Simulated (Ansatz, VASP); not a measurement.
**One calculation of GeN2, two programs**

INCAR

```
SYSTEM = GeN2
  ALGO = Normal
  DIPOL = 0.5 0.5 0.304
  EDIFF = 1E-6
  ENCUT = 520
  GGA = PE
  IDIPOL = 3
  ISIF = 2
  ISMEAR = 0
  LASPH = .True.
  LCHARG = .False.
  LDIPOL = .True.
  LREAL = .False.
  LWAVE = .False.
  NBANDS = 33
  NELM = 100
  PREC = Accurate
  SIGMA = 0.1
```

The input KPOINTS:

```
k-points
0
Gamma
  2 6 1
  0 0 0
```

File POSCAR:

```
GeN2
1.0
    7.5485232551     -0.1209389824      0.0000000000
   -1.8506903964      2.3046743079      0.0000000000
    0.0000000000      0.0000000000     28.0019294400
Ge N
2 4
Direct
    0.0000000000      0.0000000000      0.3035505113
    0.5000000000      0.0000000000      0.3035505113
    0.2985264274      0.1941057030      0.2790897904
    0.7985264274      0.1941057030      0.2790897904
    0.2014735726      0.8058942970      0.3280112323
    0.7014735726      0.8058942970      0.3280112323
```

Input for Ansatz:

```yaml
crystal:
  lattice:
    - [7.5485232551, -0.1209389824, 0.0]
    - [-1.8506903964, 2.3046743079, 0.0]
    - [0.0, 0.0, 28.00192944]
  atoms:
    - { symbol: Ge, position: [0.0, 0.0, 0.3035505113] }
    - { symbol: Ge, position: [0.5, 0.0, 0.3035505113] }
    - { symbol: "N", position: [0.2985264274, 0.194105703, 0.2790897904] }
    - { symbol: "N", position: [0.7985264274, 0.194105703, 0.2790897904] }
    - { symbol: "N", position: [0.2014735726, 0.805894297, 0.3280112323] }
    - { symbol: "N", position: [0.7014735726, 0.805894297, 0.3280112323] }
  periodic: [true, true, false]
basis:
  ecutwfc: 420
kpoints:
  mp_grid: { grid: [2, 6, 1] }
hamiltonian:
  xc: pbe
scf:
  occupations: { method: gaussian, width: 0.1 }
  lower_state_search: "off"
output:
  forces: true
  stress: true
  eigenvalues: true
```

Alike in both runs: task single point; functional PBE; k mesh 2 × 6 × 1; occupations gaussian, width 0.1 eV; no spin polarisation.

|  | VASP | Ansatz |
| --- | --- | --- |
| version | VASP 6.6.1 | Ansatz 0.2.0 |
| potentials or method | VASP PAW PBE potentials, release 64 (Ge_d, N), cutoff 520 eV | scalar-relativistic, plane waves, PAW |
| valence electrons in the cell | 48 | 48 |

|  | VASP | Ansatz | Ansatz less VASP |
| --- | --- | --- | --- |
| gap on the k mesh at the Fermi level (eV) | 1.69 | 1.69 | +0.002 |
| least direct gap on the mesh (eV) | 1.69 | 1.69 | +0.002 |
| rms of the force components (eV/Å) | 0.058 | 0.038 | -0.0199 |

Atom by atom the forces differ by 0.021 eV/Å (rms over components).

The k mesh is coarse, so the values compare programs but aren't converged.
